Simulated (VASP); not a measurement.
Input of a VASP 6.6.1 run:

Contents of POSCAR:

```
LiCl
1.0
    0.0000000000      2.8429108541      2.8429108541
    2.8429108541      0.0000000000      2.8429108541
    2.8429108541      2.8429108541      0.0000000000
Li Cl
1 1
Direct
    0.0000000000      0.0000000000      0.0000000000
    0.2500000000      0.2500000000      0.2500000000
```

Contents of INCAR.step1:

```
PREC = Accurate ; ENCUT = 520
EDIFF = 1E-5 ; ISMEAR = 0
SIGMA = 0.01 ; LREAL = False
LASPH = True ; NELM = 100
ALGO = Normal ; ISIF = 2
LWAVE = True ; LCHARG = False
GGA = PE ; NBANDS = 12
```

INCAR.step2

```
PREC = Accurate ; ENCUT = 520
EDIFF = 1E-6 ; ISMEAR = 0
SIGMA = 0.01 ; LREAL = False
LASPH = True ; NELM = 100
ALGO = Normal ; ISIF = 2
LWAVE = False ; LCHARG = False
GGA = PE ; LHFCALC = True
HFSCREEN = 0.2079 ; PRECFOCK = Normal
ISTART = 1 ; NBANDS = 12
```

The input KPOINTS:

```
Automatic mesh
0
Gamma
  6 6 6
```

Potentials or basis: VASP PAW PBE potentials, release 64 (Li_sv, Cl).

Launch:

```console
$ cat potpaw_PBE.64/Li_sv/POTCAR potpaw_PBE.64/Cl/POTCAR > POTCAR
$ cp INCAR.step1 INCAR
$ mpirun -np 1 vasp_std > vasp.out
$ cp INCAR.step2 INCAR
$ mpirun -np 1 vasp_std > vasp.out
```

Task: Predict the band gap on the k mesh.

Result: 6.97 eV.

Caveat: the cell differs from its parent crystal (strain +4.0%).
